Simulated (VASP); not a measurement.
Set up this calculation in VASP 6.6.1, as the native input.

- Task: single point
- Functional: PBE
- Potentials or basis: VASP PAW PBE potentials, release 64 (Ti_sv, O)
- Cutoff: 520 eV
- k mesh: 10 × 10 × 10
- Occupations: fermi-dirac, width 0.05 eV
- Spin: no spin polarisation
- Hubbard terms: Ti d U = 3.0 eV
- Dipole correction: no
- Further INCAR settings: ALGO = Normal; EDIFF = 1e-06; NBANDS = 33

The structure of TiO2 lies in POSCAR:

```
TiO2
1.0
   -1.9062405460      1.9062405460      4.8792096831
    1.9062405460     -1.9062405460      4.8792096831
    1.9062405460      1.9062405460     -4.8792096831
Ti O
2 4
Direct
    0.7500000000      0.2500000000      0.5000000000
    0.0000000000      0.0000000000      0.0000000000
    0.7944487600      0.7944487600      0.0000000000
    0.5444487600      0.0444487600      0.5000000000
    0.9555512400      0.4555512400      0.5000000000
    0.2055512400      0.2055512400      0.0000000000
```

One way to write it, as run:

INCAR

```
PREC = Accurate
ENCUT = 520
EDIFF = 1E-6
ISMEAR = -1
SIGMA = 0.05
LREAL = F
LASPH = T
NELM = 150
ALGO = Normal
ISIF = 2
LWAVE = F
LCHARG = F
LMAXMIX = 4
LDAU = T
LDAUTYPE = 2
LDAUL = 2 -1
LDAUU = 3 0
LDAUJ = 0 0
LDAUPRINT = 1
GGA = PE
NBANDS = 33
```

KPOINTS

```
regular mesh
0
Gamma
  10 10 10
```

Potentials or basis: VASP PAW PBE potentials, release 64 (Ti_sv, O).

Run with:

```sh
$ cat potpaw_PBE.64/Ti_sv/POTCAR potpaw_PBE.64/O/POTCAR > POTCAR
$ mpirun -np 1 vasp_std > vasp.out
```

It gave:

The pressure is 3.4 GPa. The largest force is 0.117 eV/Å and the band gap on the k mesh is 2.52 eV (least direct gap 2.81 eV).

Caveat: the cell stands under pressure.

Wall time 6.8 min on 1 thread of AMD EPYC 7R13 Processor (Zen 3) (shared host), peak memory 0.35 GiB.
